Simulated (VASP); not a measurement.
B5P:

```
B P
1.0
     4.07063    0.00000    0.00000
    -2.03531    3.52527    0.00000
     0.00000    0.00000    4.25149
B P
5 1
Direct
  0.66667 0.33333 0.74515
  0.66667 0.33333 0.25485
  0.00000 0.00000 0.21114
  0.00000 0.00000 0.78886
  0.33333 0.66667 0.50000
  0.33333 0.66667 0.00000
```

The cell was built from a structure type or drawn by symmetry, and may not be a known phase.

- Program: VASP 6.6.1
- Task: relaxation of cell and atoms
- Functional: PBE
- Potentials or basis: VASP PAW PBE potentials, release 64 (B, P)
- Cutoff: 500 eV
- k mesh: 5 × 5 × 4
- Occupations: gaussian, width 0.2 eV
- Spin: no spin polarisation

At the start: pressure -25.6 GPa; volume 10.17 Å³/atom.

Task: How do energy, volume and symmetry change on relaxing?

Result: Over 16 steps the energy falls by 336.3 meV/atom and the volume is 7.42 Å³/atom (-27.0 %); space group P-6m2 (No. 187, to 0.1 Å) before, P6/mmm (No. 191, to 0.1 Å).

Step by step:
| step | energy change (eV) | largest force (eV/Å) | pressure (GPa) | volume (Å³) |
| --- | --- | --- | --- | --- |
| 1 | 0.0000 | 1.0766 | -25.58 | 61.01 |
| 2 | -1.6553 | 1.8559 | -4.74 | 47.77 |
| 3 | -1.7006 | 2.1376 | 0.83 | 45.98 |
| 4 | -1.9590 | 0.8787 | 4.73 | 43.83 |
| 5 | -1.9709 | 0.5693 | 3.43 | 44.19 |
| 6 | -1.9901 | 0.1192 | -2.20 | 45.12 |
| 7 | -1.9970 | 0.1160 | -0.40 | 44.80 |
| 8 | -1.9970 | 0.1166 | -0.33 | 44.79 |
| 9 | -2.0005 | 0.1323 | -0.23 | 44.74 |
| 10 | -2.0083 | 0.1894 | 0.21 | 44.57 |
| 11 | -2.0026 | 0.2188 | 1.82 | 44.25 |
| 12 | -2.0101 | 0.2192 | 0.55 | 44.48 |
| 13 | -2.0121 | 0.1914 | 0.45 | 44.49 |
| 14 | -2.0166 | 0.1032 | 0.22 | 44.51 |
| 15 | -2.0161 | 0.1335 | 0.21 | 44.55 |
| 16 | -2.0181 | 0.0141 | 0.14 | 44.52 |

Final structure:
```xyz
6
Lattice="3.6510 0.0000 0.0000 -1.8255 3.1618 0.0000 0.0000 0.0000 3.8570" Properties=species:S:1:pos:R:3 pbc="T T T"
B     1.8255    1.0539    2.8464
B     1.8255    1.0539    1.0107
B     0.0000    0.0000    1.0060
B     0.0000    0.0000    2.8510
B     0.0000    2.1079    1.9285
P     0.0000    2.1079    0.0000
```

Caveat: the k points lie up to 0.41 Å⁻¹ apart in the final cell; the volume moved by over 15 % at a fixed basis, so the end points are rough; the highest band is partly filled, so the run has too few bands.
